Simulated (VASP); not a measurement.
**Hg4S: relaxation of cell and atoms with PBE**

Crystal: Hg4S.

```
Hg S
1.0
    -3.37301    3.37301    3.37301
     3.37301   -3.37301    3.37301
     3.37301    3.37301   -3.37301
Hg S
4 1
Direct
  0.50000 0.50000 0.50000
  0.50000 0.00000 0.00000
  0.00000 0.00000 0.50000
  0.00000 0.50000 0.00000
  0.00000 0.00000 0.00000
```

The cell was generated, and may not be a known phase.

```json
{
 "Program": "VASP 6.6.1",
 "Task": "relaxation of cell and atoms",
 "Functional": "PBE",
 "Potentials or basis": "VASP PAW PBE potentials, release 64 (Hg, S)",
 "Cutoff": "600 eV",
 "k mesh": "8 × 8 × 8",
 "Occupations": "gaussian, width 0.1 eV",
 "Spin": "no spin polarisation",
 "Dipole correction": "no",
 "Further INCAR settings": "ALGO = Normal; EDIFF = 1e-07; IBRION = 2; EDIFFG = -0.01; NSW = 100; ISIF = 3"
}
```

| Item | Value |
| --- | --- |
| Relaxed volume | 30.05 Å³/atom |
| Relaxed cell | a = 5.801 Å, b = 5.801 Å, c = 5.801 Å, α = 109.47°, β = 109.47°, γ = 109.47° |
| Space group after relaxing (to 0.1 Å) | Im-3m (No. 229) |
| Energy gained by relaxing | 0.7 meV/atom |
| Ionic steps | 3 |
| Pressure after relaxing | 0.0 GPa |
| Band gap on the k mesh | zero (bands 27 and 28 overlap by 1.79 eV) |

The path:
| step | energy change (eV) | largest force (eV/Å) | pressure (GPa) | volume (Å³) |
| --- | --- | --- | --- | --- |
| 1 | 0.0000 | 0.0000 | -0.34 | 153.50 |
| 2 | -0.0024 | 0.0000 | -0.19 | 152.04 |
| 3 | -0.0035 | 0.0000 | 0.01 | 150.24 |

Final structure:
```xyz
5
Lattice="-3.3489 3.3489 3.3489 3.3489 -3.3489 3.3489 3.3489 3.3489 -3.3489" Properties=species:S:1:pos:R:3 pbc="T T T"
Hg    1.6745    1.6745    1.6745
Hg   -1.6745    1.6745    1.6745
Hg    1.6745    1.6745   -1.6745
Hg    1.6745   -1.6745    1.6745
S     0.0000    0.0000    0.0000
```

Levels at points of the mesh, in eV from the Fermi level:
| k point | band 25 | band 26 | band 27 | band 28 | band 29 | band 30 |
| --- | --- | --- | --- | --- | --- | --- |
| (0.00, 0.00, 0.00) | -3.56 | -1.02 | -1.02 | -1.02 | 1.74 | 1.74 |
| (0.50, 0.00, 0.00) | -3.17 | -2.11 | 0.41 | 0.86 | 1.88 | 2.23 |
| (0.50, 0.50, 0.50) | -0.67 | -0.67 | 0.77 | 0.77 | 0.77 | 1.64 |

Run time: 4.1 min on 1 thread of AMD EPYC 9R45 96-Core Processor (Zen 5), with other jobs on the host, peak memory 0.38 GiB.

Caveat: spin-orbit coupling is left out, which moves the levels of the heavy elements.
